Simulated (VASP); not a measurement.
# MnF2 (P4_2/mnm) in VASP: further runs, part 2 of 2

VASP 6.6.1. Earlier steps stand in the parts before.

## Step 3: Single point, PBE, collinear spin, ferromagnetic start

This run uses another cell than the first one, of 13.63 Å³/atom.

Input file INCAR:

```
PREC = Accurate
ENCUT = 520
EDIFF = 1E-6
ISMEAR = -1
SIGMA = 0.1
LREAL = F
LASPH = T
NELM = 150
ALGO = Normal
ISIF = 2
LWAVE = F
LCHARG = F
ISPIN = 2
MAGMOM = 4 4 0 0 0 0
LORBIT = 11
LMAXMIX = 4
GGA = PE
NBANDS = 40
```

Input file KPOINTS:

```
regular mesh
0
Gamma
  5 5 7
```

Input file POSCAR:

```
MnF2
1.0
    4.9379363023      0.0000000000      0.0000000000
    0.0000000000      4.9379363023      0.0000000000
    0.0000000000      0.0000000000      3.3542668382
Mn F
2 4
Direct
    0.0000000000      0.0000000000      0.0000000000
    0.5000000000      0.5000000000      0.5000000000
    0.3053000000      0.3053000000      0.0000000000
    0.1947000000      0.8053000000      0.5000000000
    0.6947000000      0.6947000000      0.0000000000
    0.8053000000      0.1947000000      0.5000000000
```

Potentials or basis: VASP PAW PBE potentials, release 64 (Mn_pv, F).

On the command line:

```bash
cat potpaw_PBE.64/Mn_pv/POTCAR potpaw_PBE.64/F/POTCAR > POTCAR
mpirun -np 1 vasp_std > vasp.out
```

OUTCAR:

```text
PREC = Accurate
   ENCUT = 520
   EDIFF = 1E-6
   ISMEAR = -1
   LREAL = F
   LASPH = T
   NELM = 150
   ISIF = 2
   ISPIN = 2
   LORBIT = 11
   GGA = PE

 ion  position               nearest neighbor table
   1  0.000  0.000  0.000-   3 2.13   5 2.13   4 2.16   6 2.16   4 2.16   6 2.16
   2  0.500  0.500  0.500-   4 2.13   6 2.13   5 2.16   3 2.16   3 2.16   5 2.16
   3  0.305  0.305  0.000-   1 2.13   2 2.16   2 2.16
   4  0.195  0.805  0.500-   2 2.13   1 2.16   1 2.16
   5  0.695  0.695  0.000-   1 2.13   2 2.16   2 2.16
   6  0.805  0.195  0.500-   2 2.13   1 2.16   1 2.16

  LATTYP: Found a simple tetragonal cell.
 ALAT       =     4.9379363023
 C/A-ratio  =     0.6792851574

  Lattice vectors:

 A1 = (   4.9379363023,   0.0000000000,   0.0000000000)
 A2 = (   0.0000000000,   4.9379363023,   0.0000000000)
 A3 = (   0.0000000000,   0.0000000000,   3.3542668382)

Analysis of symmetry for initial positions (statically):
=====================================================================
 Subroutine PRICEL returns:
 Original cell was already a primitive cell.

 Routine SETGRP: Setting up the symmetry group for a
 simple tetragonal supercell.

 Subroutine GETGRP returns: Found 16 space group operations
 (whereof  8 operations were pure point group operations)
 out of a pool of 16 trial point group operations.

The static configuration has the point symmetry D_2h.
 The point group associated with its full space group is D_4h.

Analysis of symmetry for dynamics (positions and initial velocities):
=====================================================================
 Subroutine PRICEL returns:
 Original cell was already a primitive cell.

 Routine SETGRP: Setting up the symmetry group for a
 simple tetragonal supercell.

 Subroutine GETGRP returns: Found 16 space group operations
 (whereof  8 operations were pure point group operations)
 out of a pool of 16 trial point group operations.

The dynamic configuration has the point symmetry D_2h.
 The point group associated with its full space group is D_4h.

Analysis of structural, dynamic, and magnetic symmetry:
=====================================================================
 Subroutine PRICEL returns:
 Original cell was already a primitive cell.

 Routine SETGRP: Setting up the symmetry group for a
 simple tetragonal supercell.

 Subroutine GETGRP returns: Found 16 space group operations
 (whereof  8 operations were pure point group operations)
 out of a pool of 16 trial point group operations.

The overall configuration has the point symmetry D_2h.
 The point group associated with its full space group is D_4h.

 Subroutine INISYM returns: Found 16 space group operations
 (whereof  8 operations are pure point group operations),
 and found     1 'primitive' translations

----------------------------------------------------------------------------------------

                                     Primitive cell

  volume of cell :      81.7878

  direct lattice vectors                    reciprocal lattice vectors
     4.937936302  0.000000000  0.000000000     0.202513750  0.000000000  0.000000000
     0.000000000  4.937936302  0.000000000     0.000000000  0.202513750  0.000000000
     0.000000000  0.000000000  3.354266838     0.000000000  0.000000000  0.298127742

  length of vectors
     4.937936302  4.937936302  3.354266838     0.202513750  0.202513750  0.298127742
[... 96 lines left out ...]
   POTIM  = 0.5000    time-step for ionic-motion
   TEBEG  =    0.0;   TEEND  =   0.0 temperature during run
   PSTRESS=    0.0 pullay stress
   NELECT =      54.0000    total number of electrons
   NUPDOWN=      -1.0000    fix difference up-down
   EMIN   =  10.00;   EMAX   =-10.00  energy-range for DOS
   EFERMI =   0.00;   METHOD = LEGACY
   ISMEAR =    -1;   SIGMA  =   0.10  broadening in eV -4-tet -1-fermi 0-gaus
   EFERMI_NEDOS =   21; number of points for ismear=-14 and -15
   IALGO  =     38    algorithm
   IMIX   =      4    mixing-type and parameters
     AMIX     =   0.40;   BMIX     =  1.00
     AMIX_MAG =   1.60;   BMIX_MAG =  1.00
  volume/ion in A,a.u.               =      13.63        91.99
  Fermi-wavevector in a.u.,A,eV,Ry     =   1.425531  2.693862 27.648911  2.032138
  Thomas-Fermi vector in A             =   2.545905
   LORBIT       =     11    0 simple, 1 ext, 2 COOP (PROOUT), +10 PAW based schemes
   GGA     = PE    functional components
   LHFCALC =     F    Hartree Fock is set to
   AEXX    =    0.0000 exact exchange contribution
   IVDW    =     0    specifies the selected vdW correction
   LEPSILON=     F    determine dielectric tensor
   LRPA    =     F    only Hartree local field effects (RPA)
 spin polarized calculation
  energy-cutoff  :      520.00
  volume of cell :       81.79
 maximum number of plane-waves:      2224
 NGX is ok and might be reduce to    40
   NGX = 19   NGY = 19   NGZ = 13

 number of electron      54.0000043 magnetization      10.0000191

 number of electron      54.0000043 magnetization       9.9999850

 Free energy of the ion-electron system (eV)
  ---------------------------------------------------
  ext. energy  EPLUGINS =         0.00000000
  ---------------------------------------------------
  free energy    TOTEN  =       -39.34069968 eV

  energy without entropy =      -39.34062667  energy(sigma->0) =      -39.34066318

 E-fermi :   3.5566     XC(G=0):  -9.5552

 val. band max:        2.8594806685   @ k =   0.0000   0.0000   0.0000
 cond. band min:       4.0537872084   @ k =   0.0000   0.0000   0.0000
 fundamental gap:      1.1943065398
 Fermi energy:         3.5565500699

 spin component 1

 k-point     1 :       0.0000    0.0000    0.0000
  band No.  band energies     occupation
      1     -47.2234      1.00000
      2     -47.2234      1.00000
      3     -47.1644      1.00000
      4     -47.1644      1.00000
      5     -47.1597      1.00000
      6     -47.1582      1.00000
[... 997 lines left out ...]
     38      12.0373      0.00000
     39      12.1539      0.00000
 Fermi energy:         3.5565500699

 spin component 2

 k-point     1 :       0.0000    0.0000    0.0000
  band No.  band energies     occupation
      1     -42.2539      1.00000
      2     -42.2539      1.00000
      3     -42.1845      1.00000
      4     -42.1845      1.00000
      5     -42.1751      1.00000
      6     -42.1729      1.00000
[... 997 lines left out ...]
     38      12.7005      0.00000
     39      13.0158      0.00000
 [bands above 39 left out]

------------------------ aborting loop because EDIFF is reached ----------------------------------------

  FORCE on cell =-STRESS in cart. coord.  units (eV):
  Direction    XX          YY          ZZ          XY          YZ          ZX
  --------------------------------------------------------------------------------------
  -------------------------------------------------------------------------------------
  Total        0.0159043      0.0159043     -0.1996282      0.0000000      0.0000000      0.0000000
  in kB        0.3115573      0.3115573     -3.9106041      0.0000000      0.0000000      0.0000000
  external PRESSURE =      -1.0958299 kB  Pullay stress =       0.0000000 kB

 VOLUME and BASIS-vectors are now :
 -----------------------------------------------------------------------------
  energy-cutoff  :      520.00
  volume of cell :       81.79
      direct lattice vectors                 reciprocal lattice vectors
     4.937936302  0.000000000  0.000000000     0.202513750  0.000000000  0.000000000
     0.000000000  4.937936302  0.000000000     0.000000000  0.202513750  0.000000000
     0.000000000  0.000000000  3.354266838     0.000000000  0.000000000  0.298127742

 POSITION                                       TOTAL-FORCE (eV/Angst)
 -----------------------------------------------------------------------------------
      0.00000      0.00000      0.00000        -0.000000      0.000000      0.000000
      2.46897      2.46897      1.67713        -0.000000      0.000000      0.000000
      1.50755      1.50755      0.00000         0.000234      0.000234      0.000000
      0.96142      3.97652      1.67713        -0.000234      0.000234      0.000000
      3.43038      3.43038      0.00000        -0.000234     -0.000234      0.000000
      3.97652      0.96142      1.67713         0.000234     -0.000234      0.000000
 -----------------------------------------------------------------------------------
    total drift:                               -0.000000     -0.000000     -0.000000

  FREE ENERGIE OF THE ION-ELECTRON SYSTEM (eV)
  ---------------------------------------------------
  free  energy   TOTEN  =       -39.3406996794 eV

  energy  without entropy=      -39.3406266709  energy(sigma->0) =      -39.34066318

 total charge

# of ion       s       p       d       tot
------------------------------------------
    1        0.157   6.133   4.932  11.222
    2        0.157   6.133   4.932  11.222
    3        1.734   4.359   0.000   6.093
    4        1.734   4.359   0.000   6.093
    5        1.734   4.359   0.000   6.093
    6        1.734   4.359   0.000   6.093
--------------------------------------------------
tot          7.251  29.702   9.864  46.817

 magnetization (x)

# of ion       s       p       d       tot
------------------------------------------
    1        0.024   0.020   4.552   4.596
    2        0.024   0.020   4.552   4.596
    3        0.008   0.077   0.000   0.085
    4        0.008   0.077   0.000   0.085
    5        0.008   0.077   0.000   0.085
    6        0.008   0.077   0.000   0.085
--------------------------------------------------
tot          0.081   0.350   9.103   9.534
```

stdout:

```text
POSCAR found type information on POSCAR MnF
 POSCAR found :  2 types and       6 ions
 scaLAPACK will be used
 LDA part: xc-table for (Slater+PW92), standard interpolation
 POSCAR, INCAR and KPOINTS ok, starting setup
 FFT: planning ... GRIDC
 FFT: planning ... GRID_SOFT
 FFT: planning ... GRID
 WAVECAR not read
 entering main loop
```

Wall time 83 s (1 thread of AMD EPYC 9R45 (Zen 5), shared host); peak memory 0.26 GiB.

What came out:

```
Free energy                                           : -39.3407 eV
Pressure                                              : -0.1 GPa
Band gap on the k mesh                                : 1.19 eV
Net moment                                            : 10.00 μB per cell
Site moments                                          : Mn +4.60; F +0.09 μB
Valence electrons inside the program's atomic spheres : Mn 11.22; F 6.09
```

Stress tensor (GPa, compression positive):
```
 0.03  0.00  0.00
 0.00  0.03  0.00
 0.00  0.00 -0.39
```

Caveat: the run started ferromagnetic, and an antiferromagnetic order may lie lower in energy. A k mesh can miss the band edges.

## Step 4: Single point, PBE, collinear spin, ferromagnetic start

This run uses another cell than the first one, of 13.89 Å³/atom.

Input file INCAR:

```
SYSTEM = MnF2
  ALGO = Normal
  EDIFF = 1E-7
  ENCUT = 520
  GGA = PE
  ISIF = 2
  ISMEAR = -1
  ISPIN = 2
  LASPH = .TRUE.
  LCHARG = .FALSE.
  LMAXMIX = 4
  LORBIT = 11
  LREAL = .FALSE.
  LWAVE = .FALSE.
  MAGMOM = 4 4 0 0 0 0
  NBANDS = 40
  NELM = 150
  PREC = Accurate
  SIGMA = 0.1
```

Input file KPOINTS:

```
k-points
0
G
  5 5 7
  0 0 0
```

Changes to POSCAR since step 3:

```diff
@@ -2,5 +2,5 @@
 1.0
-    4.9379363023      0.0000000000      0.0000000000
-    0.0000000000      4.9379363023      0.0000000000
-    0.0000000000      0.0000000000      3.3542668382
+    4.9693889739      0.0000000000      0.0000000000
+    0.0000000000      4.9693889739      0.0000000000
+    0.0000000000      0.0000000000      3.3756321712
 Mn F
```

On the command line:

```bash
cat potpaw_PBE.64/Mn_pv/POTCAR potpaw_PBE.64/F/POTCAR > POTCAR
mpirun -np 1 vasp_std > vasp.out
```

Wall time 98 s (1 thread of AMD EPYC 9R45 (Zen 5), shared host); peak memory 0.27 GiB.

The run converged. Its results:

| Quantity | Value |
| --- | --- |
| Free energy | -39.3350 eV |
| Pressure | -1.7 GPa |
| Largest force | 0.020 eV/Å |
| Band gap on the k mesh | 1.23 eV |
| Net moment | 10.00 μB per cell |
| Site moments | Mn +4.60; F +0.08 μB |
| Valence electrons inside the program's atomic spheres | Mn 11.21; F 6.09 |

Forces on the atoms (eV/Å):
```
Mn   0.000  0.000  0.000
Mn   0.000  0.000  0.000
F    0.014  0.014  0.000
F   -0.014  0.014  0.000
F   -0.014 -0.014  0.000
F    0.014 -0.014  0.000
```

Stress tensor (GPa, compression positive):
```
-1.46  0.00  0.00
 0.00 -1.46  0.00
 0.00  0.00 -2.26
```

Levels at points of the mesh, in eV from the valence-band top:
Spin up:
| k point | band 28 | band 29 | band 30 | band 31 | band 32 | band 33 | band 34 | band 35 | band 36 | band 37 |
| --- | --- | --- | --- | --- | --- | --- | --- | --- | --- | --- |
| (0.00, 0.00, 0.00) | -1.68 | -1.45 | -0.52 | -0.52 | 0.00 | 1.23 | 6.59 | 6.59 | 7.50 | 9.63 |
Spin down:
| k point | band 18 | band 19 | band 20 | band 21 | band 22 | band 23 | band 24 | band 25 | band 26 | band 27 |
| --- | --- | --- | --- | --- | --- | --- | --- | --- | --- | --- |
| (0.00, 0.00, 0.00) | -5.38 | -4.59 | -4.20 | -4.20 | -3.92 | 1.93 | 1.98 | 2.33 | 2.41 | 2.41 |

Caveat: the run started ferromagnetic, and an antiferromagnetic order may lie lower in energy. A k mesh can miss the band edges.

## Step 5: Overview

```csv
cell,gap on the mesh (eV),pressure (GPa),moment (μB),largest force (eV/Å)
"a = 4.906, b = 4.906, c = 3.333 Å, 6 atoms",1.16,1.7,10.00,0.02
"a = 4.938, b = 4.938, c = 3.354 Å, 6 atoms",1.19,-0.1,10.00,-
"a = 4.969, b = 4.969, c = 3.376 Å, 6 atoms",1.23,-1.7,10.00,0.02
```

Alike in all rows: task single point; level PBE; potentials or basis VASP PAW PBE potentials, release 64 (Mn_pv, F); spin collinear, ferromagnetic start; k mesh 5 × 5 × 7; cutoff (eV) 520; smearing fermi-dirac 0.1 eV.

Caveats: the run started ferromagnetic, and an antiferromagnetic order may lie lower in energy.

Total energies depend on the potentials used, so only differences within one code and one set of settings carry meaning.
